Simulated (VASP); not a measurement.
A run of VASP 6.6.1:

Contents of INCAR:

```
SYSTEM = Sn
PREC = Accurate
ENCUT = 520
EDIFF = 1E-6
ISMEAR = -1
SIGMA = 0.0517
LREAL = Auto
LASPH = .TRUE.
NELM = 60
ALGO = Normal
ISIF = 2
LWAVE = .FALSE.
LCHARG = .TRUE.
GGA = PS
LELF = .TRUE.
LVHAR = .TRUE.
NBANDS = 126
```

File KPOINTS:

```
Automatic mesh
0
Gamma
  2 2 2
  0.5 0.5 0.5
```

The input POSCAR:

```
Sn
1.0
   -6.5632914754     -6.5632914754      0.0000000000
    0.0000000000     -6.5632914754      6.5632914754
   -6.5632914754      0.0000000000      6.5632914754
Sn
16
Direct
    0.7533589691      0.2625919489      0.2367003669
    0.2565900823      0.2480739285      0.2419736356
    0.7462607776      0.7462456937      0.2531130921
    0.2472062998      0.7562713036      0.2483168706
    0.7472928055      0.2514885262      0.7524094456
    0.2626589885      0.2493065417      0.7373235698
    0.7430171307      0.7476684554      0.7582105745
    0.2461172121      0.7431670555      0.7572423103
    0.3757327416      0.3697014690      0.3669810352
    0.8639243010      0.3789615331      0.3980281860
    0.3861875569      0.8717606892      0.3747809326
    0.8724009929      0.8594155876      0.3881654517
    0.3813537018      0.3643105763      0.8655282980
    0.8842499258      0.3783661002      0.8650942932
    0.3756175555      0.8748341471      0.8751859523
    0.8730716930      0.8900077075      0.8727482272
```

Potentials or basis: VASP PAW PBE potentials, release 64 (Sn_d).

The run is started by

```sh
$ cat potpaw_PBE.64/Sn_d/POTCAR > POTCAR
$ mpirun -np 1 vasp_std > vasp.out
```

Hardware: 1 thread of Intel Xeon 8259CL (shared host).

Task: How long does it take, and how much memory?

Result: It took 63 min on 1 thread of Intel Xeon 8259CL (shared host), peak memory 1.1 GiB. Counts: scf iterations 14, k points 16.
